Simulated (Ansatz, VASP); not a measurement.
Two plane-wave programs on Zn

```
CELL_PARAMETERS angstrom
2.77861 0.00000 0.00000
-1.38931 2.40635 0.00000
0.00000 0.00000 24.07491
ATOMIC_POSITIONS crystal
Zn 0.66667 0.33333 0.31153
Zn 0.33333 0.66667 0.40576
Zn 0.00000 0.00000 0.50000
Zn 0.66667 0.33333 0.59424
Zn 0.33333 0.66667 0.68847
```

Alike in both runs: task single point; functional PBE; k mesh 11 × 11 × 1; occupations fermi-dirac, width 0.05 eV; no spin polarisation.

|  | VASP | Ansatz |
| --- | --- | --- |
| version | VASP 6.6.1 | Ansatz 0.2.0 |
| potentials or method | VASP PAW PBE potentials, release 64 (Zn) | Ansatz PAW |
| plane-wave cutoff (eV) | 520 | 420 |
| valence electrons in the cell | 60 | 60 |

Ansatz gave:

- gap on the k mesh at the Fermi level (eV): none
- rms of the force components (eV/Å): 0.031

Question: Which values does VASP return?

Answer: gap on the k mesh at the Fermi level (eV): none; rms of the force components (eV/Å): 0.034.

Atom by atom the forces differ by 0.005 eV/Å (rms over components). A gap of «none» marks a metal or a gap that the smearing closes. With one functional, cell and mesh, what is left measures potentials, basis and numerics.
